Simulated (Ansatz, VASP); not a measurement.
## SiO2 in VASP and in Ansatz

```
Si O
1.0
     6.87827    0.00000    0.00000
     0.00000    6.87827    0.00000
     0.00000    0.00000    6.87827
Si O
8 16
Cartesian
  2.0334 2.0334 2.0334
  1.4058 4.8449 5.4725
  5.4725 1.4058 4.8449
  4.8449 5.4725 1.4058
  7.0664 7.0664 7.0664
  3.2510 -0.1881 3.6273
  3.6273 3.2510 -0.1881
  -0.1881 3.6273 3.2510
  1.1082 1.1082 1.1082
  2.3309 5.7701 4.5473
  4.5473 2.3309 5.7701
  5.7701 4.5473 2.3309
  4.3788 4.6511 0.0993
  5.9386 2.2272 3.5385
  0.9397 5.6663 6.7789
  2.4995 1.2120 3.3398
  0.0993 4.3788 4.6511
  3.5385 5.9386 2.2272
  6.7789 0.9397 5.6663
  3.3398 2.4995 1.2120
  4.6511 0.0993 4.3788
  2.2272 3.5385 5.9386
  5.6663 6.7789 0.9397
  1.2120 3.3398 2.4995
```

Alike in both runs: functional r2SCAN; k mesh 4 × 4 × 4; occupations gaussian, width 0.02 eV; no spin polarisation.

Ansatz relaxed the structure, and its values are those at the end. VASP's run is a single point on that final structure, the one shown.

```csv
,VASP,Ansatz
version,VASP 6.6.1,Ansatz 0.2.0
potentials or method,"VASP PAW PBE potentials, release 64 (Si, O), cutoff 520 eV","scalar-relativistic, plane waves, PAW"
valence electrons in the cell,128,128
```

|  | VASP | Ansatz | Ansatz less VASP |
| --- | --- | --- | --- |
| gap on the k mesh at the Fermi level (eV) | 6.64 | 6.64 | +0.002 |
| least direct gap on the mesh (eV) | 6.66 | 6.66 | +0.002 |
| pressure (GPa) | 2.0 | 1.8 | -0.23 |
| rms of the force components (eV/Å) | 0.016 | 0.004 | -0.0116 |

VASP's potentials were made for PBE, not for r2SCAN. With one functional, cell and mesh, what is left measures potentials, basis and numerics. Ansatz's warnings: stress scf threshold loose.
